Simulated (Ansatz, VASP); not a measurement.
Zr2PdS3: VASP beside Ansatz

The input INCAR:

```
  PREC = Accurate
  ENCUT = 520
  EDIFF = 1E-6
  ISMEAR = 0
  SIGMA = 0.1
  LREAL = F
  LASPH = T
  NELM = 80
  ALGO = Normal
  ISIF = 2
  LWAVE = F
  LCHARG = F
  GGA = PE
  NBANDS = 35
```

Contents of KPOINTS:

```
regular mesh
0
Gamma
  12 12 4
```

The input POSCAR:

```
Zr2PdS3
1.0
    3.2431587583      0.0000000000      0.0000000000
    0.0000000000      3.2431587583      0.0000000000
    0.0000000000      0.0000000000      9.6292195272
Zr Pd S
2 1 3
Direct
    0.5000000000      0.5000000000      0.3186883517
    0.5000000000      0.5000000000      0.6813116483
    0.5000000000      0.5000000000      0.0000000000
    0.0000000000      0.0000000000      0.8184855227
    0.0000000000      0.0000000000      0.1815144773
    0.0000000000      0.0000000000      0.5000000000
```

Input for Ansatz:

```yaml
crystal:
  lattice:
    - [3.2431587583, 0.0, 0.0]
    - [0.0, 3.2431587583, 0.0]
    - [0.0, 0.0, 9.6292195272]
  atoms:
    - { symbol: Zr, position: [0.5, 0.5, 0.3186883517] }
    - { symbol: Zr, position: [0.5, 0.5, 0.6813116483] }
    - { symbol: Pd, position: [0.5, 0.5, 0.0] }
    - { symbol: S, position: [0.0, 0.0, 0.8184855227] }
    - { symbol: S, position: [0.0, 0.0, 0.1815144773] }
    - { symbol: S, position: [0.0, 0.0, 0.5] }
basis:
  ecutwfc: 420
kpoints:
  mp_grid: { grid: [12, 12, 4] }
  band_path:
    path:
      - [[0.0, 0.0, 0.0], [0.0, 0.5, 0.0], [0.5, 0.5, 0.0], [0.0, 0.0, 0.0], [0.0, 0.0, 0.5], [0.0, 0.5, 0.5], [0.5, 0.5, 0.5], [0.0, 0.0, 0.5]]
      - [[0.0, 0.5, 0.0], [0.0, 0.5, 0.5]]
      - [[0.5, 0.5, 0.0], [0.5, 0.5, 0.5]]
    npoints: 14
hamiltonian:
  xc: pbe
scf:
  occupations: { method: gaussian, width: 0.1 }
  n_extra_bands: 15
output:
  forces: true
  stress: true
  eigenvalues: true
  populations: true
  dos: { projected: true, de: 0.02, nscf_kmesh: { grid: [15, 15, 5] } }
  bader: true
```

Alike in both runs: task single point; functional PBE; k mesh 12 × 12 × 4; occupations gaussian, width 0.1 eV; no spin polarisation.

|  | VASP | Ansatz |
| --- | --- | --- |
| version | VASP 6.6.1 | Ansatz 0.2.0 |
| potentials or method | VASP PAW PBE potentials, release 64 (Zr_sv, Pd, S), cutoff 520 eV | scalar-relativistic, plane waves, PAW |
| valence electrons in the cell | 52 | 60 |

```csv
,VASP,Ansatz,Ansatz less VASP
gap on the k mesh at the Fermi level (eV),none,none,-
pressure (GPa),0.0,0.0,+0.02
```

A gap of «none» marks a metal or a gap that the smearing closes. VASP's potentials hold 52 valence electrons a cell and Ansatz's 60, so a difference there can come from the potentials and not from the codes.
